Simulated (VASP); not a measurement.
Write the native input for VASP 6.6.1 that does the following.

| Property | Result |
| --- | --- |
| Task | single point |
| Functional | PBE |
| Potentials or basis | VASP PAW PBE potentials, release 64 (Si) |
| Cutoff | 520 eV |
| k mesh | 8 × 8 × 8 |
| Occupations | methfessel-paxton, width 0.02 eV |
| Spin | no spin polarisation |
| Dipole correction | no |
| Further INCAR settings | ALGO = Normal; EDIFF = 1e-07; NBANDS = 26 |

The structure of Si lies in POSCAR:

```
Si
1.0
   -3.3109000000      3.3109000000      3.3109000000
    3.3109000000     -3.3109000000      3.3109000000
    3.3109000000      3.3109000000     -3.3109000000
Si
8
Direct
    0.2060000000      0.2060000000      0.2060000000
    0.5000000000      0.0000000000      0.2940000000
    0.2940000000      0.5000000000      0.0000000000
    0.0000000000      0.2940000000      0.5000000000
    0.7940000000      0.7940000000      0.7940000000
    0.5000000000      0.0000000000      0.7060000000
    0.7060000000      0.5000000000      0.0000000000
    0.0000000000      0.7060000000      0.5000000000
```

The input as run:

INCAR

```
PREC = Accurate
ENCUT = 520
EDIFF = 1E-7
ISMEAR = 1
SIGMA = 0.02
LREAL = F
LASPH = T
NELM = 100
ALGO = Normal
ISIF = 2
LWAVE = F
LCHARG = F
GGA = PE
NBANDS = 26
```

KPOINTS

```
Automatic mesh
0
Gamma
  8 8 8
```

Potentials or basis: VASP PAW PBE potentials, release 64 (Si).

Run with:

```sh
$ cat potpaw_PBE.64/Si/POTCAR > POTCAR
$ mpirun -np 1 vasp_std > vasp.out
```

Results of the run:

The pressure is 0.9 GPa, the largest force is 0.198 eV/Å and the band gap on the k mesh is zero (bands 16 and 17 overlap by 0.21 eV).

Caveat: semilocal functionals underestimate gaps, and a narrow one can read as zero.

It took 74 s on 1 thread of Intel(R) Xeon(R) 6975P-C (Granite Rapids), with other jobs on the host, peak memory 0.35 GiB.
